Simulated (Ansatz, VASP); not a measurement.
## One calculation of C, two programs

INCAR

```
SYSTEM = C
  PREC = Accurate
  ENCUT = 1300
  EDIFF = 1E-6
  ISMEAR = 0
  SIGMA = 0.05
  LREAL = .False.
  LASPH = .True.
  NELM = 120
  ALGO = Normal
  ISIF = 2
  LWAVE = .False.
  LCHARG = .False.
  GGA = CA
  NBANDS = 11
  GGA_COMPAT = .False.
```

File KPOINTS:

```
regular mesh
0
Gamma
  12 12 12
  0 0 0
```

Contents of POSCAR:

```
C
1.0
    0.0000000000      1.7237118692      1.8529902594
    1.7237118692      0.0000000000      1.8529902594
    1.7237118692      1.7237118692      0.0000000000
C
2
Direct
    0.5000000000      0.5000000000      0.5000000000
    0.7500000000      0.7500000000      0.7500000000
```

Input for Ansatz:

```yaml
crystal:
  lattice:
    - [0.0, 1.7237118692, 1.8529902594]
    - [1.7237118692, 0.0, 1.8529902594]
    - [1.7237118692, 1.7237118692, 0.0]
  atoms:
    - { symbol: C, position: [0.5, 0.5, 0.5] }
    - { symbol: C, position: [0.75, 0.75, 0.75] }
basis:
  ecutwfc: 520.0
kpoints:
  mp_grid: { grid: [12, 12, 12] }
hamiltonian:
  xc: lda
  pseudopotentials: { kind: paw, azcp: { folder: soft_1 } }
scf:
  occupations: { method: gaussian, width: 0.05 }
output:
  forces: true
  stress: true
  eigenvalues: true
  write_density: true
  write_potential: true
  elf: true
  volumetric_format: npy
```

Alike in both runs: task single point; functional LDA; k mesh 12 × 12 × 12; occupations gaussian, width 0.05 eV; no spin polarisation.

|  | VASP | Ansatz |
| --- | --- | --- |
| version | VASP 6.6.1 | Ansatz 0.2.0 |
| potentials or method | VASP PAW LDA potentials, release 64 (C_h), cutoff 1300 eV | scalar-relativistic, plane waves, PAW |
| valence electrons in the cell | 8 | 8 |

|  | VASP | Ansatz | Ansatz less VASP |
| --- | --- | --- | --- |
| gap on the k mesh at the Fermi level (eV) | 3.28 | 3.28 | +0.006 |
| least direct gap on the mesh (eV) | 4.98 | 4.98 | -0.002 |
| pressure (GPa) | 1.1 | 0.1 | -1.00 |
| traceless stress, the component that is largest in VASP (GPa) | -49.42 | -49.44 | -0.022 |

Ansatz warns that its potentials were made for another functional, while VASP's fit it. LDA's correlation is that of Perdew and Zunger in VASP and of Perdew and Wang (1992) in Ansatz.
